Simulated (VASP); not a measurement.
# I (P6_3/mmc) in VASP: a series of runs, part 2 of 3

VASP 6.6.1. Earlier steps stand in the parts before.

## Step 3: Electric field gradients, PBE (volume scaled by 0.98)

The input, INCAR:

```
SYSTEM = I
PREC     = Accurate       ! precision mode
ENCUT    = 520            ! plane-wave cutoff, eV
EDIFF    = 1E-8           ! SCF threshold, eV
ISMEAR   = -1             ! smearing method
SIGMA    = 0.05           ! smearing width, eV
LREAL    = .False.        ! projectors in reciprocal space
LASPH    = .True.         ! aspherical terms in the spheres
NELM     = 60             ! most SCF steps
ALGO     = Normal         ! electronic algorithm
ISIF     = 2              ! what is computed and relaxed
LWAVE    = .False.        ! write WAVECAR
LCHARG   = .False.        ! write CHGCAR
GGA      = PE             ! functional
LEFG     = .True.       
NBANDS   = 14             ! bands
```

The input, KPOINTS:

```
regular mesh
0
Gamma
  15 15 8
  0 0 0
```

The input, POSCAR:

```
I
1.0
    4.2539388363      0.0000000000      0.0000000000
   -2.1269694182      3.6840190984      0.0000000000
    0.0000000000      0.0000000000      4.8500964084
I
2
Direct
    0.3333333333      0.6666666667      0.2500000000
    0.6666666667      0.3333333333      0.7500000000
```

Potentials or basis: VASP PAW PBE potentials, release 64 (I).

Command:

```bash
> cat potpaw_PBE.64/I/POTCAR > POTCAR
> mpirun -np 1 vasp_std > vasp.out
```

OUTCAR:

```text
SYSTEM = I
   PREC = Accurate
   ENCUT = 520
   EDIFF = 1E-8
   ISMEAR = -1
   LREAL = .False.
   LASPH = .True.
   NELM = 60
   ISIF = 2
   GGA = PE

 ion  position               nearest neighbor table
   1  0.333  0.667  0.250-   2 3.45   2 3.45   2 3.45   2 3.45   2 3.45   2 3.45
   2  0.667  0.333  0.750-   1 3.45   1 3.45   1 3.45   1 3.45   1 3.45   1 3.45

  LATTYP: Found a hexagonal cell.
 ALAT       =     4.2539388363
 C/A-ratio  =     1.1401424879

  Lattice vectors:

 A1 = (   4.2539388363,   0.0000000000,   0.0000000000)
 A2 = (  -2.1269694182,   3.6840190984,   0.0000000000)
 A3 = (   0.0000000000,   0.0000000000,   4.8500964084)

Analysis of symmetry for initial positions (statically):
=====================================================================
 Subroutine PRICEL returns:
 Original cell was already a primitive cell.

 Routine SETGRP: Setting up the symmetry group for a
 hexagonal supercell.

 Subroutine GETGRP returns: Found 24 space group operations
 (whereof 12 operations were pure point group operations)
[... 598 lines left out ...]
     4.253938836  0.000000000  0.000000000     0.235076252  0.135721338  0.000000000
    -2.126969418  3.684019098  0.000000000     0.000000000  0.271442675  0.000000000
     0.000000000  0.000000000  4.850096408     0.000000000  0.000000000  0.206181469

 POSITION                                       TOTAL-FORCE (eV/Angst)
 -----------------------------------------------------------------------------------
     -0.00000      2.45601      1.21252        -0.000000     -0.000000      0.000000
      2.12697      1.22801      3.63757         0.000000      0.000000      0.000000
 -----------------------------------------------------------------------------------
    total drift:                                0.000000     -0.000000      0.000000

  FREE ENERGIE OF THE ION-ELECTRON SYSTEM (eV)
  ---------------------------------------------------
  free  energy   TOTEN  =        -2.3069448527 eV

  energy  without entropy=       -2.2840810541  energy(sigma->0) =       -2.29551295

 Electric field gradients (V/A^2)
---------------------------------------------------------------------
 ion       V_xx      V_yy      V_zz      V_xy      V_xz      V_yz
---------------------------------------------------------------------
   1    -202.614  -202.615   405.229    -0.000    -0.000     0.000
   2    -202.614  -202.615   405.229    -0.000     0.000    -0.000
---------------------------------------------------------------------

 Electric field gradients after diagonalization (V/A^2)
 (convention: |V_zz| > |V_xx| > |V_yy|)
----------------------------------------------------------------------
 ion       V_xx      V_yy      V_zz     asymmetry (V_yy - V_xx)/ V_zz
----------------------------------------------------------------------
   1    -202.615  -202.614   405.229       0.000
   2    -202.615  -202.614   405.229       0.000
----------------------------------------------------------------------

           NMR quadrupolar parameters

 Cq : quadrupolar parameter    Cq=e*Q*V_zz/h
 eta: asymmetry parameters     (V_yy - V_xx)/ V_zz
 Q  : nuclear electric quadrupole moment in mb (millibarn)
----------------------------------------------------------------------
 ion       Cq(MHz)       eta       Q (mb)
----------------------------------------------------------------------
   1       0.980       0.000       1.000
   2       0.980       0.000       1.000
----------------------------------------------------------------------
```

stdout:

```text
POSCAR found type information on POSCAR I
 POSCAR found :  1 types and       2 ions
 scaLAPACK will be used
 LDA part: xc-table for (Slater+PW92), standard interpolation
 POSCAR, INCAR and KPOINTS ok, starting setup
 FFT: planning ... GRIDC
 FFT: planning ... GRID_SOFT
 FFT: planning ... GRID
 WAVECAR not read
 entering main loop
ion   1

ion   2
```

It took 39 s on 1 thread of Intel Xeon 6975P-C (Granite Rapids), shared host; peak memory 0.25 GiB.

What came out:

```yaml
Free_energy: -2.3069 eV
Pressure: 0.5 GPa
Band_gap_on_the_k_mesh: zero (band 7 reaches 4.85 eV, above the bottom of band 8 at 2.90 eV)
```

Electric field gradients, principal values (V/Å²):
| atom | least | middle | greatest (by size) |
| --- | --- | --- | --- |
| 1 I | -202.614 | -202.615 | 405.229 |
| 2 I | -202.614 | -202.615 | 405.229 |

Caveat: the cell differs from its parent crystal (volume scaled by 0.98); without QUAD_EFG the Cq values of the log hold for a quadrupole moment of 1 mb, not for the nuclei; spin-orbit coupling is left out, which moves the levels of the heavy elements.

## Step 4: Electric field gradients, PBE

This run uses another cell than the first one, of 38.78 Å³/atom, 1.042 times its volume.

The input, INCAR:

```
SYSTEM = I
ALGO = Normal ; EDIFF = 1E-8
ENCUT = 520 ; GGA = PE
ISIF = 2 ; ISMEAR = -1
LASPH = .True. ; LCHARG = .False.
LEFG = .True. ; LREAL = .False.
LWAVE = .False. ; NBANDS = 14
NELM = 60 ; PREC = Accurate
SIGMA = 0.05
```

The input, KPOINTS:

```
k-points
0
Gamma
  15 15 8
  0 0 0
```

The input, POSCAR:

```
I
1.0
    4.2826825382      0.0000000000      0.0000000000
   -2.1413412691      3.7089118744      0.0000000000
    0.0000000000      0.0000000000      4.8828683242
I
2
Direct
    0.3333333333      0.6666666667      0.2500000000
    0.6666666667      0.3333333333      0.7500000000
```

Potentials or basis: VASP PAW PBE potentials, release 64 (I).

Command:

```bash
> cat potpaw_PBE.64/I/POTCAR > POTCAR
> mpirun -np 1 vasp_std > vasp.out
```

OUTCAR:

```text
SYSTEM = I
   EDIFF = 1E-8
   ENCUT = 520
   GGA = PE
   ISIF = 2
   ISMEAR = -1
   LASPH = .True.
   LREAL = .False.
   NELM = 60
   PREC = Accurate

 ion  position               nearest neighbor table
   1  0.333  0.667  0.250-   2 3.47   2 3.47   2 3.47   2 3.47   2 3.47   2 3.47
   2  0.667  0.333  0.750-   1 3.47   1 3.47   1 3.47   1 3.47   1 3.47   1 3.47

  LATTYP: Found a hexagonal cell.
 ALAT       =     4.2826825382
 C/A-ratio  =     1.1401424879

  Lattice vectors:

 A1 = (   4.2826825382,   0.0000000000,   0.0000000000)
 A2 = (  -2.1413412691,   3.7089118744,   0.0000000000)
 A3 = (   0.0000000000,   0.0000000000,   4.8828683242)

Analysis of symmetry for initial positions (statically):
=====================================================================
 Subroutine PRICEL returns:
 Original cell was already a primitive cell.

 Routine SETGRP: Setting up the symmetry group for a
 hexagonal supercell.

 Subroutine GETGRP returns: Found 24 space group operations
 (whereof 12 operations were pure point group operations)
 out of a pool of 24 trial point group operations.

The static configuration has the point symmetry D_3d.
 The point group associated with its full space group is D_6h.

Analysis of symmetry for dynamics (positions and initial velocities):
=====================================================================
 Subroutine PRICEL returns:
 Original cell was already a primitive cell.

 Routine SETGRP: Setting up the symmetry group for a
 hexagonal supercell.

 Subroutine GETGRP returns: Found 24 space group operations
 (whereof 12 operations were pure point group operations)
 out of a pool of 24 trial point group operations.

The dynamic configuration has the point symmetry D_3d.
 The point group associated with its full space group is D_6h.

 Subroutine INISYM returns: Found 24 space group operations
 (whereof 12 operations are pure point group operations),
 and found     1 'primitive' translations

----------------------------------------------------------------------------------------

                                     Primitive cell

  volume of cell :      77.5599

  direct lattice vectors                    reciprocal lattice vectors
     4.282682538  0.000000000  0.000000000     0.233498512  0.134810429  0.000000000
    -2.141341269  3.708911874  0.000000000     0.000000000  0.269620858  0.000000000
     0.000000000  0.000000000  4.882868324     0.000000000  0.000000000  0.204797659

  length of vectors
     4.282682538  4.282682538  4.882868324     0.269620858  0.269620858  0.204797659

  position of ions in fractional coordinates (direct lattice)
     0.333333333  0.666666667  0.250000000
     0.666666667  0.333333333  0.750000000

  ion indices of the primitive-cell ions
   primitive index   ion index
                 1           1
                 2           2

----------------------------------------------------------------------------------------

 KPOINTS: k-points
[... 81 lines left out ...]
   EMIN   =  10.00;   EMAX   =-10.00  energy-range for DOS
   EFERMI =   0.00;   METHOD = LEGACY
   ISMEAR =    -1;   SIGMA  =   0.05  broadening in eV -4-tet -1-fermi 0-gaus
   EFERMI_NEDOS =   21; number of points for ismear=-14 and -15
   IALGO  =     38    algorithm
   IMIX   =      4    mixing-type and parameters
     AMIX     =   0.40;   BMIX     =  1.00
     AMIX_MAG =   1.60;   BMIX_MAG =  1.00
  volume/ion in A,a.u.               =      38.78       261.70
  Fermi-wavevector in a.u.,A,eV,Ry     =   0.925206  1.748386 11.646667  0.856006
  Thomas-Fermi vector in A             =   2.051035
   LORBIT       =      0    0 simple, 1 ext, 2 COOP (PROOUT), +10 PAW based schemes
   GGA     = PE    functional components
   LHFCALC =     F    Hartree Fock is set to
   AEXX    =    0.0000 exact exchange contribution
   IVDW    =     0    specifies the selected vdW correction
   LEPSILON=     F    determine dielectric tensor
   LRPA    =     F    only Hartree local field effects (RPA)
 non-spin polarized calculation
  energy-cutoff  :      520.00
  volume of cell :       77.56
 maximum number of plane-waves:      2124
 NGX is ok and might be reduce to    32
   NGX = 15   NGY = 15   NGZ = 19

 number of electron      14.0000000 magnetization

 Free energy of the ion-electron system (eV)
  ---------------------------------------------------
  ext. energy  EPLUGINS =         0.00000000
  ---------------------------------------------------
  free energy    TOTEN  =        -2.30916548 eV

  energy without entropy =       -2.28555080  energy(sigma->0) =       -2.29735814

 E-fermi :   3.6969     XC(G=0):  -8.5489

 val. band max:        3.6964770883   @ k =   0.2000   0.2000   0.0000
 cond. band min:       3.7059529409   @ k =   0.1333   0.0000   0.0000
 fundamental gap:      0.0094758526
 Fermi energy:         3.6969369407

 k-point     1 :       0.0000    0.0000    0.0000
  band No.  band energies     occupation
      1      -9.7547      2.00000
      2      -7.4372      2.00000
      3      -0.2757      2.00000
      4       1.8474      2.00000
      5       1.8474      2.00000
      6       3.5759      1.83691
      7       3.5759      1.83691
      8       4.7510      0.00000
      9       8.2269      0.00000
     10       9.4775      0.00000
     11      11.7885      0.00000
     12      11.7885      0.00000
     13      12.8870      0.00000
     14      12.8870      0.00000
[... 377 lines left out ...]
      1      -8.7032      2.00000
      2      -8.2270      2.00000
      3      -0.0303      2.00000
      4       1.2851      2.00000
      5       1.3379      2.00000
      6       1.9798      2.00000
      7       2.2418      2.00000
      8       3.6062      1.71964
      9       9.3521      0.00000
     10       9.8712      0.00000
     11      11.8993      0.00000
     12      12.0880      0.00000
     13      13.8754      0.00000
     14      14.4324      0.00000

 [... further k-points ...]
[... 5 lines left out ...]
  --------------------------------------------------------------------------------------
  -------------------------------------------------------------------------------------
  Total       -0.0002612     -0.0002612     -0.0148180      0.0000000      0.0000000      0.0000000
  in kB       -0.0053956     -0.0053956     -0.3061004      0.0000000      0.0000000      0.0000000
  external PRESSURE =      -0.1056306 kB  Pullay stress =       0.0000000 kB

 VOLUME and BASIS-vectors are now :
 -----------------------------------------------------------------------------
  energy-cutoff  :      520.00
  volume of cell :       77.56
      direct lattice vectors                 reciprocal lattice vectors
     4.282682538  0.000000000  0.000000000     0.233498512  0.134810429  0.000000000
    -2.141341269  3.708911874  0.000000000     0.000000000  0.269620858  0.000000000
     0.000000000  0.000000000  4.882868324     0.000000000  0.000000000  0.204797659

 POSITION                                       TOTAL-FORCE (eV/Angst)
 -----------------------------------------------------------------------------------
     -0.00000      2.47261      1.22072         0.000000      0.000000     -0.000000
      2.14134      1.23630      3.66215        -0.000000      0.000000      0.000000
 -----------------------------------------------------------------------------------
    total drift:                               -0.000000      0.000000     -0.000000

  FREE ENERGIE OF THE ION-ELECTRON SYSTEM (eV)
  ---------------------------------------------------
  free  energy   TOTEN  =        -2.3091654797 eV

  energy  without entropy=       -2.2855507993  energy(sigma->0) =       -2.29735814

 Electric field gradients (V/A^2)
---------------------------------------------------------------------
 ion       V_xx      V_yy      V_zz      V_xy      V_xz      V_yz
---------------------------------------------------------------------
   1    -202.880  -202.881   405.761    -0.000     0.000    -0.000
   2    -202.880  -202.881   405.761    -0.000    -0.000     0.000
---------------------------------------------------------------------

 Electric field gradients after diagonalization (V/A^2)
 (convention: |V_zz| > |V_xx| > |V_yy|)
----------------------------------------------------------------------
 ion       V_xx      V_yy      V_zz     asymmetry (V_yy - V_xx)/ V_zz
----------------------------------------------------------------------
   1    -202.881  -202.880   405.761       0.000
   2    -202.881  -202.880   405.761       0.000
----------------------------------------------------------------------

           NMR quadrupolar parameters

 Cq : quadrupolar parameter    Cq=e*Q*V_zz/h
 eta: asymmetry parameters     (V_yy - V_xx)/ V_zz
 Q  : nuclear electric quadrupole moment in mb (millibarn)
----------------------------------------------------------------------
 ion       Cq(MHz)       eta       Q (mb)
----------------------------------------------------------------------
   1       0.981       0.000       1.000
   2       0.981       0.000       1.000
----------------------------------------------------------------------
```

Wall time 39 s (1 thread of Intel Xeon 6975P-C (Granite Rapids), shared host); peak memory 0.25 GiB.

What came out:

| Item | Value |
| --- | --- |
| Free energy | -2.3092 eV |
| Pressure | 0.0 GPa |
| Band gap on the k mesh | zero (band 7 reaches 4.57 eV, above the bottom of band 8 at 2.68 eV) |

Electric field gradients, principal values (V/Å²):
```
atom     least    middle  greatest (by size)
 1 I  -202.880  -202.881             405.761
 2 I  -202.880  -202.881             405.761
```

Caveat: without QUAD_EFG the Cq values of the log hold for a quadrupole moment of 1 mb, not for the nuclei; spin-orbit coupling is left out, which moves the levels of the heavy elements.

(Part 2 of 3 ends here.)
